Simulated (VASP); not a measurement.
# Zr (P6_3/mmc) in VASP: notebook, part 2 of 2

VASP 6.6.1. The steps go on from the part before.

## Step 3: Electric field gradients, PBEsol (24.68 Å³/atom)

This run uses another cell than the first one, of 24.68 Å³/atom.

Contents of INCAR:

```
SYSTEM = Zr
PREC = Accurate
ENCUT = 520
EDIFF = 1E-8
ISMEAR = -1
SIGMA = 0.08
LREAL = .False.
LASPH = .True.
NELM = 100
ALGO = Normal
ISIF = 2
LWAVE = .False.
LCHARG = .False.
GGA = PS
LEFG = .True.
NBANDS = 19
```

Contents of KPOINTS:

```
regular mesh
0
Gamma
  13 13 7
  0 0 0
```

Contents of POSCAR:

```
Zr
1.0
    3.2953868297      0.0000000000      0.0000000000
   -1.6476934148      2.8538887098      0.0000000000
    0.0000000000      0.0000000000      5.2479471970
Zr
2
Direct
    0.3333333333      0.6666666667      0.2500000000
    0.6666666667      0.3333333333      0.7500000000
```

Potentials or basis: VASP PAW PBE potentials, release 64 (Zr_sv).

On the command line:

```
$ cat potpaw_PBE.64/Zr_sv/POTCAR > POTCAR
$ mpirun -np 1 vasp_std > vasp.out
```

OUTCAR:

```text
SYSTEM = Zr
   PREC = Accurate
   ENCUT = 520
   EDIFF = 1E-8
   ISMEAR = -1
   LREAL = .False.
   LASPH = .True.
   NELM = 100
   ISIF = 2
   GGA = PS

 ion  position               nearest neighbor table
   1  0.333  0.667  0.250-   2 3.24   2 3.24   2 3.24   2 3.24   2 3.24   2 3.24
   2  0.667  0.333  0.750-   1 3.24   1 3.24   1 3.24   1 3.24   1 3.24   1 3.24

  LATTYP: Found a hexagonal cell.
 ALAT       =     3.2953868297
 C/A-ratio  =     1.5925132521

  Lattice vectors:

 A1 = (   3.2953868297,   0.0000000000,   0.0000000000)
 A2 = (  -1.6476934148,   2.8538887098,   0.0000000000)
 A3 = (   0.0000000000,   0.0000000000,   5.2479471970)

Analysis of symmetry for initial positions (statically):
=====================================================================
 Subroutine PRICEL returns:
 Original cell was already a primitive cell.

 Routine SETGRP: Setting up the symmetry group for a
 hexagonal supercell.

 Subroutine GETGRP returns: Found 24 space group operations
 (whereof 12 operations were pure point group operations)
 out of a pool of 24 trial point group operations.

The static configuration has the point symmetry D_3d.
 The point group associated with its full space group is D_6h.

Analysis of symmetry for dynamics (positions and initial velocities):
=====================================================================
 Subroutine PRICEL returns:
 Original cell was already a primitive cell.

 Routine SETGRP: Setting up the symmetry group for a
 hexagonal supercell.

 Subroutine GETGRP returns: Found 24 space group operations
 (whereof 12 operations were pure point group operations)
[... 159 lines left out ...]
  band No.  band energies     occupation
      1     -40.6210      2.00000
      2     -40.4989      2.00000
      3     -19.0744      2.00000
      4     -18.3464      2.00000
      5     -18.3464      2.00000
      6     -18.2316      2.00000
[... 505 lines left out ...]
      6     -18.3798      2.00000
[... 11 lines left out ...]
     18      10.3995      0.00000
     19      12.6854      0.00000

 [... further k-points ...]

------------------------ aborting loop because EDIFF is reached ----------------------------------------

  FORCE on cell =-STRESS in cart. coord.  units (eV):
  Direction    XX          YY          ZZ          XY          YZ          ZX
  --------------------------------------------------------------------------------------
  -------------------------------------------------------------------------------------
  Total       -2.4520853     -2.4520853     -2.3778818     -0.0000000     -0.0000000      0.0000000
  in kB      -79.6000371    -79.6000371    -77.1912280     -0.0000000     -0.0000000      0.0000000
  external PRESSURE =     -78.7971007 kB  Pullay stress =       0.0000000 kB

 VOLUME and BASIS-vectors are now :
 -----------------------------------------------------------------------------
  energy-cutoff  :      520.00
  volume of cell :       49.36
      direct lattice vectors                 reciprocal lattice vectors
     3.295386830  0.000000000  0.000000000     0.303454511  0.175199544  0.000000000
    -1.647693415  2.853888710  0.000000000     0.000000000  0.350399088  0.000000000
     0.000000000  0.000000000  5.247947197     0.000000000  0.000000000  0.190550698

 POSITION                                       TOTAL-FORCE (eV/Angst)
 -----------------------------------------------------------------------------------
     -0.00000      1.90259      1.31199         0.000000     -0.000000      0.000000
      1.64769      0.95130      3.93596        -0.000000      0.000000      0.000000
 -----------------------------------------------------------------------------------
    total drift:                               -0.000000      0.000000     -0.000000

  FREE ENERGIE OF THE ION-ELECTRON SYSTEM (eV)
  ---------------------------------------------------
  free  energy   TOTEN  =       -18.0698573482 eV

  energy  without entropy=      -18.0228123944  energy(sigma->0) =      -18.04633487

 Electric field gradients (V/A^2)
---------------------------------------------------------------------
 ion       V_xx      V_yy      V_zz      V_xy      V_xz      V_yz
---------------------------------------------------------------------
   1     -18.187   -18.187    36.375     0.000     0.000    -0.000
   2     -18.187   -18.187    36.375     0.000    -0.000     0.000
---------------------------------------------------------------------

 Electric field gradients after diagonalization (V/A^2)
 (convention: |V_zz| > |V_xx| > |V_yy|)
----------------------------------------------------------------------
 ion       V_xx      V_yy      V_zz     asymmetry (V_yy - V_xx)/ V_zz
----------------------------------------------------------------------
   1     -18.187   -18.187    36.375       0.000
   2     -18.187   -18.187    36.375       0.000
----------------------------------------------------------------------

           NMR quadrupolar parameters

 Cq : quadrupolar parameter    Cq=e*Q*V_zz/h
 eta: asymmetry parameters     (V_yy - V_xx)/ V_zz
 Q  : nuclear electric quadrupole moment in mb (millibarn)
----------------------------------------------------------------------
 ion       Cq(MHz)       eta       Q (mb)
----------------------------------------------------------------------
   1       0.088       0.000       1.000
   2       0.088       0.000       1.000
----------------------------------------------------------------------
```

OSZICAR:

```text
N       E                     dE             d eps       ncg     rms          rms(c)
DAV:   1     0.210177334931E+03    0.21018E+03   -0.13118E+04  3200   0.124E+03
DAV:   2    -0.312773713142E+01   -0.21331E+03   -0.20921E+03  3795   0.363E+02
DAV:   3    -0.185455211701E+02   -0.15418E+02   -0.15271E+02  5718   0.698E+01
DAV:   4    -0.189836168205E+02   -0.43810E+00   -0.43753E+00  3876   0.119E+01
DAV:   5    -0.189973065007E+02   -0.13690E-01   -0.13687E-01  4765   0.146E+00    0.135E+01
DAV:   6    -0.182259104280E+02    0.77140E+00   -0.11663E+00  3513   0.772E+00    0.509E+00
DAV:   7    -0.180671888699E+02    0.15872E+00   -0.69409E-01  4539   0.512E+00    0.116E+00
DAV:   8    -0.180696862706E+02   -0.24974E-02   -0.36339E-02  4201   0.144E+00    0.275E-01
DAV:   9    -0.180698767053E+02   -0.19043E-03   -0.21607E-03  4157   0.385E-01    0.255E-02
DAV:  10    -0.180698533128E+02    0.23393E-04   -0.65263E-05  4408   0.426E-02    0.235E-02
DAV:  11    -0.180698575006E+02   -0.41879E-05   -0.10198E-05  3614   0.344E-02    0.189E-03
DAV:  12    -0.180698575446E+02   -0.43912E-07   -0.38213E-07  4394   0.415E-03    0.178E-03
DAV:  13    -0.180698573966E+02    0.14800E-06   -0.40055E-08  3305   0.119E-03    0.591E-04
DAV:  14    -0.180698573578E+02    0.38744E-07   -0.30641E-09  2028   0.590E-04    0.220E-04
DAV:  15    -0.180698573482E+02    0.96661E-08   -0.71314E-10  1983   0.264E-04
   1 F= -.18069857E+02 E0= -.18046335E+02  d E =-.470450E-01
```

Wall time 1.9 min (1 thread of Intel Xeon 8259CL, shared host); peak memory 0.22 GiB.

Results:

```yaml
Free_energy: -18.0699 eV
Pressure: -7.9 GPa
Band_gap_on_the_k_mesh: zero (bands 12 and 13 overlap by 1.10 eV)
Largest_electric_field_gradient_by_atom: Zr +36.4 V/Å²
```

Stress tensor (GPa, compression positive):
```
-7.96  0.00  0.00
 0.00 -7.96  0.00
 0.00  0.00 -7.72
```

Levels at points of the mesh, in eV from the Fermi level:
| k point | band 9 | band 10 | band 11 | band 12 | band 13 | band 14 | band 15 | band 16 |
| --- | --- | --- | --- | --- | --- | --- | --- | --- |
| (0.00, 0.00, 0.00) | -5.55 | -2.88 | 0.86 | 0.86 | 0.99 | 1.00 | 1.49 | 1.49 |

Electric field gradients, principal values (V/Å²):
```csv
atom,least,middle,greatest (by size)
1 Zr,-18.187,-18.187,36.375
2 Zr,-18.187,-18.187,36.375
```

Caveat: the cell stands under tension; without QUAD_EFG the Cq values of the log hold for a quadrupole moment of 1 mb, not for the nuclei; the PAW data sets were made with another functional, which shifts forces and pressure a little.

## Step 4: Electric field gradients, PBEsol (24.68 Å³/atom)

This run uses another cell than the first one, of 24.68 Å³/atom.

Contents of INCAR:

```
PREC     = Accurate       # precision mode
ENCUT    = 520            # plane-wave cutoff, eV
EDIFF    = 1E-8           # SCF threshold, eV
ISMEAR   = -1             # smearing method
SIGMA    = 0.08           # smearing width, eV
LREAL    = False          # projectors in reciprocal space
LASPH    = True           # aspherical terms in the spheres
NELM     = 100            # most SCF steps
ALGO     = Normal         # electronic algorithm
ISIF     = 2              # what is computed and relaxed
LWAVE    = False          # write WAVECAR
LCHARG   = False          # write CHGCAR
GGA      = PS             # functional
LEFG     = True         
NBANDS   = 19             # bands
```

Contents of KPOINTS:

```
Automatic mesh
0
Gamma
  13 13 7
```

POSCAR is that of step 3.

Potentials or basis: VASP PAW PBE potentials, release 64 (Zr_sv).

On the command line:

```
$ cat potpaw_PBE.64/Zr_sv/POTCAR > POTCAR
$ mpirun -np 1 vasp_std > vasp.out
```

OUTCAR:

```text
PREC = Accurate
   ENCUT = 520
   EDIFF = 1E-8
   ISMEAR = -1
   LREAL = False
   LASPH = True
   NELM = 100
   ISIF = 2
   GGA = PS

 ion  position               nearest neighbor table
   1  0.333  0.667  0.250-   2 3.24   2 3.24   2 3.24   2 3.24   2 3.24   2 3.24
   2  0.667  0.333  0.750-   1 3.24   1 3.24   1 3.24   1 3.24   1 3.24   1 3.24

  LATTYP: Found a hexagonal cell.
 ALAT       =     3.2953868297
 C/A-ratio  =     1.5925132521

  Lattice vectors:

 A1 = (   3.2953868297,   0.0000000000,   0.0000000000)
[... 743 lines left out ...]
  ---------------------------------------------------
  free  energy   TOTEN  =       -18.0698573482 eV

  energy  without entropy=      -18.0228123944  energy(sigma->0) =      -18.04633487

 Electric field gradients (V/A^2)
---------------------------------------------------------------------
 ion       V_xx      V_yy      V_zz      V_xy      V_xz      V_yz
---------------------------------------------------------------------
   1     -18.187   -18.187    36.375     0.000     0.000    -0.000
   2     -18.187   -18.187    36.375     0.000    -0.000     0.000
---------------------------------------------------------------------

 Electric field gradients after diagonalization (V/A^2)
 (convention: |V_zz| > |V_xx| > |V_yy|)
----------------------------------------------------------------------
 ion       V_xx      V_yy      V_zz     asymmetry (V_yy - V_xx)/ V_zz
----------------------------------------------------------------------
   1     -18.187   -18.187    36.375       0.000
   2     -18.187   -18.187    36.375       0.000
----------------------------------------------------------------------

           NMR quadrupolar parameters

 Cq : quadrupolar parameter    Cq=e*Q*V_zz/h
 eta: asymmetry parameters     (V_yy - V_xx)/ V_zz
 Q  : nuclear electric quadrupole moment in mb (millibarn)
----------------------------------------------------------------------
 ion       Cq(MHz)       eta       Q (mb)
----------------------------------------------------------------------
   1       0.088       0.000       1.000
   2       0.088       0.000       1.000
----------------------------------------------------------------------
```

OSZICAR:

```text
N       E                     dE             d eps       ncg     rms          rms(c)
DAV:   1     0.210177334931E+03    0.21018E+03   -0.13118E+04  3200   0.124E+03
DAV:   2    -0.312773713142E+01   -0.21331E+03   -0.20921E+03  3795   0.363E+02
DAV:   3    -0.185455211701E+02   -0.15418E+02   -0.15271E+02  5718   0.698E+01
DAV:   4    -0.189836168205E+02   -0.43810E+00   -0.43753E+00  3876   0.119E+01
DAV:   5    -0.189973065007E+02   -0.13690E-01   -0.13687E-01  4765   0.146E+00    0.135E+01
DAV:   6    -0.182259104280E+02    0.77140E+00   -0.11663E+00  3513   0.772E+00    0.509E+00
DAV:   7    -0.180671888699E+02    0.15872E+00   -0.69409E-01  4539   0.512E+00    0.116E+00
DAV:   8    -0.180696862706E+02   -0.24974E-02   -0.36339E-02  4201   0.144E+00    0.275E-01
DAV:   9    -0.180698767053E+02   -0.19043E-03   -0.21607E-03  4157   0.385E-01    0.255E-02
DAV:  10    -0.180698533128E+02    0.23393E-04   -0.65263E-05  4408   0.426E-02    0.235E-02
DAV:  11    -0.180698575006E+02   -0.41879E-05   -0.10198E-05  3614   0.344E-02    0.189E-03
DAV:  12    -0.180698575446E+02   -0.43912E-07   -0.38213E-07  4394   0.415E-03    0.178E-03
DAV:  13    -0.180698573966E+02    0.14800E-06   -0.40055E-08  3305   0.119E-03    0.591E-04
DAV:  14    -0.180698573578E+02    0.38744E-07   -0.30641E-09  2028   0.590E-04    0.220E-04
DAV:  15    -0.180698573482E+02    0.96661E-08   -0.71314E-10  1983   0.264E-04
   1 F= -.18069857E+02 E0= -.18046335E+02  d E =-.470450E-01
```

Wall time 1.7 min (1 thread of Intel Xeon 8259CL, shared host); peak memory 0.22 GiB.

Results:

| Property | Result |
| --- | --- |
| Free energy | -18.0699 eV |
| Pressure | -7.9 GPa |
| Band gap on the k mesh | zero (bands 12 and 13 overlap by 1.10 eV) |
| Largest electric field gradient by atom | Zr +36.4 V/Å² |

Electric field gradients, principal values (V/Å²):
```tsv
atom	least	middle	greatest (by size)
1 Zr	-18.187	-18.187	36.375
2 Zr	-18.187	-18.187	36.375
```

Caveat: the cell stands under tension; without QUAD_EFG the Cq values of the log hold for a quadrupole moment of 1 mb, not for the nuclei; the PAW data sets were made with another functional, which shifts forces and pressure a little.
